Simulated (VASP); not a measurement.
# Al (P6_3/mmc) in VASP: notebook

The runs below take Al through single point, with LDA.

Everything below comes from runs of VASP 6.6.1. Logs are shortened: lines on timing, memory, paths and dates and some standing lists are left out, and cuts for length are marked.

## (1) The cell of the first run

Symmetry: P6_3/mmc, No. 194, hexagonal system. The conventional cell has a = 2.827 Å, b = 2.827 Å, c = 9.186 Å, α = 90.00°, β = 90.00°, γ = 120.00°. Within 3.7 Å of Al (site symmetry -3m) lie 12 Al at 2.82 to 2.83 Å. Within 3.7 Å of Al (site symmetry -6m2) lie 12 Al at 2.82 to 2.83 Å.

## (2) Single point, LDA

File INCAR:

```
ALGO = Normal
EDIFF = 1E-6
ENCUT = 520
GGA = CA
ISIF = 2
ISMEAR = -1
LASPH = True
LCHARG = False
LREAL = False
LWAVE = False
NBANDS = 14
NELM = 60
PREC = Accurate
SIGMA = 0.05
```

File KPOINTS:

```
k-points
0
Gamma
  9 9 3
```

File POSCAR:

```
Al
1.0
    2.8270770000      0.0000000000      0.0000000000
   -1.4135390000      2.4483210000      0.0000000000
    0.0000000000      0.0000000000      9.1859930000
Al
4
Direct
    0.0000000000      0.0000000000      0.0000000000
    0.3333333333      0.6666666667      0.2500000000
    0.0000000000      0.0000000000      0.5000000000
    0.6666666667      0.3333333333      0.7500000000
```

Potentials or basis: VASP PAW LDA potentials, release 64 (Al).

On the command line:

```sh
$ cat potpaw_LDA.64/Al/POTCAR > POTCAR
$ mpirun -np 1 vasp_std > vasp.out
```

OUTCAR:

```text
EDIFF = 1E-6
   ENCUT = 520
   GGA = CA
   ISIF = 2
   ISMEAR = -1
   LASPH = True
   LREAL = False
   NELM = 60
   PREC = Accurate

 ion  position               nearest neighbor table
   1  0.000  0.000  0.000-   4 2.82   2 2.82   4 2.82   2 2.82   4 2.82   2 2.82
   2  0.333  0.667  0.250-   1 2.82   3 2.82   1 2.82   3 2.82   1 2.82   3 2.82
   3  0.000  0.000  0.500-   4 2.82   2 2.82   4 2.82   2 2.82   4 2.82   2 2.82
   4  0.667  0.333  0.750-   1 2.82   3 2.82   1 2.82   3 2.82   1 2.82   3 2.82

  LATTYP: Found a hexagonal cell.
 ALAT       =     2.8270770000
 C/A-ratio  =     3.2492899910

  Lattice vectors:

 A1 = (   2.8270770000,   0.0000000000,   0.0000000000)
 A2 = (  -1.4135390000,   2.4483210000,   0.0000000000)
 A3 = (   0.0000000000,   0.0000000000,   9.1859930000)

Analysis of symmetry for initial positions (statically):
=====================================================================
 Subroutine PRICEL returns:
 Original cell was already a primitive cell.

 Routine SETGRP: Setting up the symmetry group for a
 hexagonal supercell.

 Subroutine GETGRP returns: Found 24 space group operations
 (whereof 12 operations were pure point group operations)
 out of a pool of 24 trial point group operations.

The static configuration has the point symmetry D_3d.
 The point group associated with its full space group is D_6h.

Analysis of symmetry for dynamics (positions and initial velocities):
=====================================================================
 Subroutine PRICEL returns:
 Original cell was already a primitive cell.

 Routine SETGRP: Setting up the symmetry group for a
 hexagonal supercell.

 Subroutine GETGRP returns: Found 24 space group operations
 (whereof 12 operations were pure point group operations)
 out of a pool of 24 trial point group operations.

The dynamic configuration has the point symmetry D_3d.
 The point group associated with its full space group is D_6h.

 Subroutine INISYM returns: Found 24 space group operations
 (whereof 12 operations are pure point group operations),
 and found     1 'primitive' translations

----------------------------------------------------------------------------------------

                                     Primitive cell

  volume of cell :      63.5817

  direct lattice vectors                    reciprocal lattice vectors
     2.827077000  0.000000000  0.000000000     0.353722237  0.204221659  0.000000000
    -1.413539000  2.448321000  0.000000000     0.000000000  0.408443174  0.000000000
     0.000000000  0.000000000  9.185993000     0.000000000  0.000000000  0.108861394

  length of vectors
     2.827077000  2.827077683  9.185993000     0.408443273  0.408443174  0.108861394

  position of ions in fractional coordinates (direct lattice)
     0.000000000  0.000000000  0.000000000
     0.333333333  0.666666667  0.250000000
     0.000000000  0.000000000  0.500000000
     0.666666667  0.333333333  0.750000000

  ion indices of the primitive-cell ions
   primitive index   ion index
                 1           1
                 2           2
                 3           3
                 4           4

----------------------------------------------------------------------------------------

 KPOINTS: k-points

Automatic generation of k-mesh.
 Grid dimensions read from file:
 generate k-points for:    9    9    3

 Generating k-lattice:

  Cartesian coordinates                     Fractional coordinates (reciprocal lattice)
     0.039302471  0.022691295  0.000000000     0.111111111  0.000000000  0.000000000
     0.000000000  0.045382575  0.000000000     0.000000000  0.111111111  0.000000000
     0.000000000  0.000000000  0.036287131     0.000000000  0.000000000  0.333333333

  Length of vectors
     0.045382586  0.045382575  0.036287131

  Shift w.r.t. Gamma in fractional coordinates (k-lattice)
     0.000000000  0.000000000  0.000000000

 Subroutine IBZKPT returns following result:
 ===========================================

 Found     24 irreducible k-points:

 Following reciprocal coordinates:
            Coordinates               Weight
  0.000000  0.000000  0.000000      1.000000
  0.111111  0.000000  0.000000      6.000000
  0.222222  0.000000  0.000000      6.000000
  0.333333  0.000000  0.000000      6.000000
  0.444444  0.000000  0.000000      6.000000
  0.111111  0.111111  0.000000      6.000000
[... 16 lines left out ...]
  0.333333  0.222222  0.333333     24.000000
  0.333333  0.333333  0.333333      4.000000
   k-points           NKPTS =     24   k-points in BZ     NKDIM =     24   number of bands    NBANDS=     14
   number of dos      NEDOS =    301   number of ions     NIONS =      4
   total plane-waves  NPLWV =  40320
   dimension x,y,z NGX =    24 NGY =   24 NGZ =   70
   dimension x,y,z NGXF=    48 NGYF=   48 NGZF=  140
   ions per type =               4
   NGX,Y,Z   is equivalent  to a cutoff of  14.11, 14.11, 12.67 a.u.
   NGXF,Y,Z  is equivalent  to a cutoff of  28.23, 28.23, 25.34 a.u.
 SYSTEM =  unknown system
   PREC   = accura    normal or accurate (medium, high low for compatibility)
   ISTART =      0    job   : 0-new  1-cont  2-samecut
   ICHARG =      2    charge: 1-file 2-atom 10-const
   ISPIN  =      1    spin polarized calculation?
   LNONCOLLINEAR =      F non collinear calculations
   LSORBIT =      F    spin-orbit coupling
   LASPH  =      T    aspherical Exc in radial PAW
   ENCUT  =  520.0 eV  38.22 Ry    6.18 a.u.   5.26  5.26 17.08*2*pi/ulx,y,z
   NELM   =     60;   NELMIN=  2; NELMDL= -5     # of ELM steps
   EDIFF  = 0.1E-05   stopping-criterion for ELM
   LREAL  =      F    real-space projection
   EDIFFG = 0.1E-04   stopping-criterion for IOM
   NSW    =      0    number of steps for IOM
   IBRION =     -1    ionic relax: 0-MD 1-quasi-New 2-CG
   NFREE  =      0    steps in history (QN), initial steepest desc. (CG)
   ISIF   =      2    stress and relaxation
   ISYM   =      2    0-nonsym 1-usesym 2-fastsym
   POTIM  = 0.5000    time-step for ionic-motion
   TEBEG  =    0.0;   TEEND  =   0.0 temperature during run
   PSTRESS=    0.0 pullay stress
   NELECT =      12.0000    total number of electrons
   NUPDOWN=      -1.0000    fix difference up-down
   EMIN   =  10.00;   EMAX   =-10.00  energy-range for DOS
   EFERMI =   0.00;   METHOD = LEGACY
   ISMEAR =    -1;   SIGMA  =   0.05  broadening in eV -4-tet -1-fermi 0-gaus
   EFERMI_NEDOS =   21; number of points for ismear=-14 and -15
   IALGO  =     38    algorithm
   IMIX   =      4    mixing-type and parameters
     AMIX     =   0.40;   BMIX     =  1.00
     AMIX_MAG =   1.60;   BMIX_MAG =  1.00
  volume/ion in A,a.u.               =      15.90       107.27
  Fermi-wavevector in a.u.,A,eV,Ry     =   0.939055  1.774557 11.997958  0.881825
  Thomas-Fermi vector in A             =   2.066329
   LORBIT       =      0    0 simple, 1 ext, 2 COOP (PROOUT), +10 PAW based schemes
   GGA     = CA    functional components
   LHFCALC =     F    Hartree Fock is set to
   AEXX    =    0.0000 exact exchange contribution
   IVDW    =     0    specifies the selected vdW correction
   LEPSILON=     F    determine dielectric tensor
   LRPA    =     F    only Hartree local field effects (RPA)
 non-spin polarized calculation
  energy-cutoff  :      520.00
  volume of cell :       63.58
 maximum number of plane-waves:      1720
 NGX is ok and might be reduce to    24
   NGX = 11   NGY = 11   NGZ = 35

 number of electron      12.0000000 magnetization

 Free energy of the ion-electron system (eV)
  ---------------------------------------------------
  ext. energy  EPLUGINS =         0.00000000
  ---------------------------------------------------
  free energy    TOTEN  =       -16.70099753 eV

  energy without entropy =      -16.68323302  energy(sigma->0) =      -16.69211527

 E-fermi :   8.0628     XC(G=0): -10.4836

 val. band max:        8.0568106934   @ k =   0.4444   0.0000   0.0000
 cond. band min:       8.0690660194   @ k =   0.3333   0.1111   0.0000
 fundamental gap:      0.0122553260
 Fermi energy:         8.0628160895

 k-point     1 :       0.0000    0.0000    0.0000
  band No.  band energies     occupation
      1      -3.1772      2.00000
      2      -1.4422      2.00000
      3      -1.4345      2.00000
      4       3.5129      2.00000
      5       3.8021      2.00000
      6      11.7737      0.00000
      7      11.7883      0.00000
      8      18.9459      0.00000
      9      18.9459      0.00000
     10      19.1388      0.00000
     11      19.1388      0.00000
     12      20.1252      0.00000
     13      20.1269      0.00000
     14      20.3279      0.00000

 k-point     2 :       0.1111    0.0000    0.0000
  band No.  band energies     occupation
      1      -2.8735      2.00000
      2      -1.1424      2.00000
      3      -1.1346      2.00000
      4       3.7931      2.00000
      5       4.0977      2.00000
      6      11.9999      0.00000
      7      12.0334      0.00000
      8      15.3105      0.00000
      9      16.7012      0.00000
     10      16.8061      0.00000
     11      16.9782      0.00000
     12      18.4334      0.00000
     13      18.4521      0.00000
     14      18.5692      0.00000

 k-point     3 :       0.2222    0.0000    0.0000
  band No.  band energies     occupation
      1      -1.9665      2.00000
      2      -0.2473      2.00000
      3      -0.2390      2.00000
      4       4.6329      2.00000
      5       4.9675      2.00000
      6      11.0134      0.00000
      7      12.2312      0.00000
      8      12.6801      0.00000
      9      13.0414      0.00000
     10      13.3891      0.00000
     11      15.4321      0.00000
     12      16.5480      0.00000
     13      16.9076      0.00000
     14      16.9159      0.00000

 k-point     4 :       0.3333    0.0000    0.0000
  band No.  band energies     occupation
      1      -0.4684      2.00000
      2       1.2294      2.00000
      3       1.2396      2.00000
      4       6.0198      2.00000
      5       6.2215      2.00000
      6       7.6235      1.99969
      7       9.0560      0.00000
      8       9.1303      0.00000
      9      13.6222      0.00000
     10      13.8059      0.00000
     11      14.0793      0.00000
     12      14.2559      0.00000
     13      14.4047      0.00000
     14      15.8882      0.00000

 k-point     5 :       0.4444    0.0000    0.0000
  band No.  band energies     occupation
      1       1.5996      2.00000
      2       3.2477      2.00000
      3       3.2698      2.00000
      4       4.1989      2.00000
      5       5.8915      2.00000
      6       5.9117      2.00000
      7       8.0568      1.05998
      8       8.6005      0.00004
      9      10.5981      0.00000
     10      11.0155      0.00000
     11      13.8924      0.00000
[... 276 lines left out ...]
 k-point    22 :       0.2222    0.2222    0.3333
  band No.  band energies     occupation
      1       0.6115      2.00000
      2       1.1767      2.00000
      3       3.4054      2.00000
      4       5.0305      2.00000
      5       8.2267      0.07270
      6       8.3791      0.00357
      7       8.7700      0.00000
      8       8.9097      0.00000
      9       9.9572      0.00000
     10      11.0207      0.00000
     11      11.3350      0.00000
     12      12.5394      0.00000
     13      12.9299      0.00000
     14      12.9745      0.00000

 k-point    23 :       0.3333    0.2222    0.3333
  band No.  band energies     occupation
      1       2.6612      2.00000
      2       3.2127      2.00000
      3       5.2113      2.00000
      4       5.2355      2.00000
      5       6.0025      2.00000
      6       6.9421      2.00000
      7       7.7753      1.99365
      8       8.0375      1.24766
      9       8.6675      0.00001
     10       9.6501      0.00000
     11      10.8527      0.00000
     12      11.6557      0.00000
     13      12.4055      0.00000
     14      13.8621      0.00000

 k-point    24 :       0.3333    0.3333    0.3333
  band No.  band energies     occupation
      1       4.8506      2.00000
      2       5.0063      2.00000
      3       5.0063      2.00000
      4       5.3274      2.00000
      5       5.5276      2.00000
      6       5.5276      2.00000
      7       7.6608      1.99936
      8       7.6608      1.99936
      9       7.9369      1.85095
     10       9.4105      0.00000
     11       9.7489      0.00000
     12       9.7489      0.00000
     13      13.7439      0.00000
     14      13.7440      0.00000

------------------------ aborting loop because EDIFF is reached ----------------------------------------

  FORCE on cell =-STRESS in cart. coord.  units (eV):
  Direction    XX          YY          ZZ          XY          YZ          ZX
  --------------------------------------------------------------------------------------
  -------------------------------------------------------------------------------------
  Total       -0.6190603     -0.6190606      0.8746447      0.0000001      0.0000000      0.0000000
  in kB      -15.5995279    -15.5995343     22.0399265      0.0000032      0.0000000      0.0000000
  external PRESSURE =      -3.0530452 kB  Pullay stress =       0.0000000 kB

 VOLUME and BASIS-vectors are now :
 -----------------------------------------------------------------------------
  energy-cutoff  :      520.00
  volume of cell :       63.58
      direct lattice vectors                 reciprocal lattice vectors
     2.827077000  0.000000000  0.000000000     0.353722237  0.204221659  0.000000000
    -1.413539000  2.448321000  0.000000000     0.000000000  0.408443174  0.000000000
     0.000000000  0.000000000  9.185993000     0.000000000  0.000000000  0.108861394

 POSITION                                       TOTAL-FORCE (eV/Angst)
 -----------------------------------------------------------------------------------
      0.00000      0.00000      0.00000         0.000000      0.000000      0.000000
     -0.00000      1.63221      2.29650        -0.000000     -0.000000      0.000000
      0.00000      0.00000      4.59300         0.000000      0.000000      0.000000
      1.41354      0.81611      6.88949         0.000000      0.000000     -0.000000
 -----------------------------------------------------------------------------------
    total drift:                               -0.000000      0.000000      0.000000

  FREE ENERGIE OF THE ION-ELECTRON SYSTEM (eV)
  ---------------------------------------------------
  free  energy   TOTEN  =       -16.7009975298 eV

  energy  without entropy=      -16.6832330191  energy(sigma->0) =      -16.69211527
```

Wall time 31 s (1 thread of AMD EPYC 7R13, shared host); peak memory 0.13 GiB.

What came out:

| Quantity | Value |
| --- | --- |
| Free energy | -16.7010 eV |
| Pressure | -0.3 GPa |
| Band gap on the k mesh | zero (band 6 reaches 12.22 eV, above the bottom of band 7 at 6.81 eV) |

Stress tensor (GPa, compression positive):
```
-1.56  0.00  0.00
 0.00 -1.56  0.00
 0.00  0.00  2.20
```

Levels at points of the mesh, in eV from the Fermi level:
```tsv
k point	band 3	band 4	band 5	band 6	band 7	band 8
(0.00, 0.00, 0.00)	-9.50	-4.55	-4.26	3.71	3.73	10.88
```

## (3) Single point, LDA

File INCAR:

```
PREC     = Accurate       # precision mode
ENCUT    = 520            # plane-wave cutoff, eV
EDIFF    = 1E-6           # SCF threshold, eV
ISMEAR   = -1             # smearing method
SIGMA    = 0.05           # smearing width, eV
LREAL    = False          # projectors in reciprocal space
LASPH    = True           # aspherical terms in the spheres
NELM     = 80             # most SCF steps
ALGO     = Normal         # electronic algorithm
ISIF     = 2              # what is computed and relaxed
LWAVE    = False          # write WAVECAR
LCHARG   = False          # write CHGCAR
NBANDS   = 14             # bands
```

File KPOINTS:

```
regular mesh
0
Gamma
  9 9 3
```

POSCAR is that of step 2.

Potentials or basis: VASP PAW LDA potentials, release 64 (Al).

On the command line:

```sh
$ cat potpaw_LDA.64/Al/POTCAR > POTCAR
$ mpirun -np 1 vasp_std > vasp.out
```

Wall time 31 s (1 thread of AMD EPYC 7R13, shared host); peak memory 0.13 GiB.

It converged, with:

* Free energy: -16.7010 eV
* Pressure: -0.3 GPa
* Band gap on the k mesh: zero (band 6 reaches 12.22 eV, above the bottom of band 7 at 6.81 eV)

Stress tensor (GPa, compression positive):
```
-1.56  0.00  0.00
 0.00 -1.56  0.00
 0.00  0.00  2.20
```

Levels at points of the mesh, in eV from the Fermi level:
| k point | band 3 | band 4 | band 5 | band 6 | band 7 | band 8 |
| --- | --- | --- | --- | --- | --- | --- |
| (0.00, 0.00, 0.00) | -9.50 | -4.55 | -4.26 | 3.71 | 3.73 | 10.88 |
